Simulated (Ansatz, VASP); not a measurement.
# Sr2MgH6 in VASP and in Ansatz

```
Sr Mg H
1.0
     5.47544    0.00000    0.00000
    -2.73772    4.74187    0.00000
     0.00000    0.00000    4.18847
Sr Mg H
2 1 6
Direct
  0.66667 0.33333 0.26353
  0.33333 0.66667 0.73647
  0.00000 0.00000 0.00000
  0.82346 0.64692 0.76525
  0.82346 0.17654 0.76525
  0.35308 0.17654 0.76525
  0.17654 0.35308 0.23475
  0.17654 0.82346 0.23475
  0.64692 0.82346 0.23475
```

Alike in both runs: task single point; functional LDA; k mesh 4 × 4 × 4; no spin polarisation.

```csv
,VASP,Ansatz
version,VASP 6.6.1,Ansatz 0.2.0
potentials or method,"VASP PAW LDA potentials, release 64 (Sr_sv, Mg, H), cutoff 520 eV","plane waves, PAW"
occupations,"gaussian, width 0.01 eV",fixed
valence electrons in the cell,28,36
```

```csv
,VASP,Ansatz,Ansatz less VASP
rms of the force components (eV/Å),0.047,0.050,+0.0030
```

LDA's correlation is that of Perdew and Zunger in VASP and of Perdew and Wang (1992) in Ansatz. Atom by atom the forces differ by 0.003 eV/Å (rms over components). VASP's potentials hold 28 valence electrons a cell and Ansatz's 36, so a difference there can come from the potentials and not from the codes. Ansatz's warnings: structure snapped to symmetry.
